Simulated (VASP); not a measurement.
Write the native input for VASP 6.6.1 that does the following.

| Property | Result |
| --- | --- |
| Task | single point |
| Functional | r2SCAN |
| Potentials or basis | VASP PAW PBE potentials, release 64 (Cu, O) |
| Cutoff | 520 eV |
| k mesh | 7 × 7 × 4 |
| Occupations | fermi-dirac, width 0.05 eV |
| Spin | no spin polarisation |
| Dipole correction | no |
| Further INCAR settings | ALGO = Normal; EDIFF = 1e-06; NBANDS = 25 |

CuO:

```
Cu O
1.0
     2.34635   -1.71415    0.00000
     2.34635    1.71415    0.00000
    -0.85192    0.00000    5.06587
Cu O
2 2
Direct
  0.00330 0.49670 0.00000
  0.49670 0.00330 0.50000
  0.57190 0.40730 0.26020
  0.40730 0.57190 0.76020
```

One way to write it, as run:

POSCAR

```
CuO
1.0
    2.3463500000     -1.7141500000      0.0000000000
    2.3463500000      1.7141500000      0.0000000000
   -0.8519200000      0.0000000000      5.0658700000
Cu O
2 2
Direct
    0.0033000000      0.4967000000      0.0000000000
    0.4967000000      0.0033000000      0.5000000000
    0.5719000000      0.4073000000      0.2602000000
    0.4073000000      0.5719000000      0.7602000000
```

INCAR.step1

```
SYSTEM = CuO
PREC = Accurate
ENCUT = 520
ISMEAR = -1
SIGMA = 0.05
LREAL = .False.
LASPH = .True.
NELM = 80
NBANDS = 25
GGA = PE
ALGO = Normal
EDIFF = 1E-4
LWAVE = .True.
LCHARG = .False.
```

INCAR.step2

```
SYSTEM = CuO
PREC = Accurate
ENCUT = 520
EDIFF = 1E-6
ISMEAR = -1
SIGMA = 0.05
LREAL = .False.
LASPH = .True.
NELM = 80
ALGO = Normal
ISIF = 2
LWAVE = .False.
LCHARG = .False.
METAGGA = R2SCAN
LMIXTAU = .True.
NBANDS = 25
ISTART = 1
```

KPOINTS

```
Automatic mesh
0
Gamma
  7 7 4
  0 0 0
```

Potentials or basis: VASP PAW PBE potentials, release 64 (Cu, O).

Run with:

```console
$ cat potpaw_PBE.64/Cu/POTCAR potpaw_PBE.64/O/POTCAR > POTCAR
$ cp INCAR.step1 INCAR
$ mpirun -np 1 vasp_std > vasp.out
$ cp INCAR.step2 INCAR
$ mpirun -np 1 vasp_std > vasp.out
```

It gave:

```json
{
 "Pressure": "-0.2 GPa",
 "Largest force": "0.992 eV/Å",
 "Band gap on the k mesh": "zero (band 17 reaches 5.73 eV, above the bottom of band 18 at 5.06 eV)"
}
```

Caveat: the PAW data sets were made with another functional, which shifts forces and pressure a little; semilocal functionals often make such compounds metallic where correlation or magnetic order opens a gap, which also shifts bond lengths.

It took 3 min on 1 thread of AMD EPYC 7R13 Processor (Zen 3), with other jobs on the host, peak memory 0.17 GiB.
